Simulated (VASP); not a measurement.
Runs of VASP 6.6.1 on MnSb. The structure is that of space group P6_3/mmc (No. 194), or close to it. The cells are those of the table. 

| task | cell | cutoff (eV) | gap on the mesh (eV) | pressure (GPa) |
| --- | --- | --- | --- | --- |
| single point | a = 4.058, b = 4.058, c = 4.752 Å, angles 90.0, 90.0, 120.0°, 4 atoms | 520 | none | 6.0 |
| relaxation of shape and atoms at fixed volume | relaxed from a = 4.062, b = 4.062, c = 4.742 Å, angles 90.0, 90.0, 120.0°, 4 atoms | 600 | none | 5.8 |
| single point | a = 4.147, b = 4.147, c = 4.833 Å, angles 90.0, 90.0, 120.0°, 4 atoms | 520 | none | (a) |
| relaxation of shape and atoms at fixed volume | relaxed from a = 4.091, b = 4.091, c = 4.772 Å, angles 90.0, 90.0, 120.0°, 4 atoms | 600 | none | 2.6 |
| single point | a = 4.090, b = 4.090, c = 4.775 Å, angles 90.0, 90.0, 120.0°, 4 atoms | 520 | none | 2.8 |

Alike in all rows: level PBE; potentials or basis VASP PAW PBE potentials, release 64 (Mn_pv, Sb); no spin polarisation; k mesh 12 × 12 × 8; smearing gaussian 0.05 eV.

Task: Estimate the missing entries.

Result: (a) -2.6.

Caveats: spin-orbit coupling is left out, which moves the levels of the heavy elements; the run has no spin polarisation, though such a crystal can be magnetic; the cell stands under pressure (at least some runs).

A k mesh can miss the band edges, and the runs leave out spin-orbit coupling on Sb.

A gap of «none» marks levels without a gap at the run's occupations.
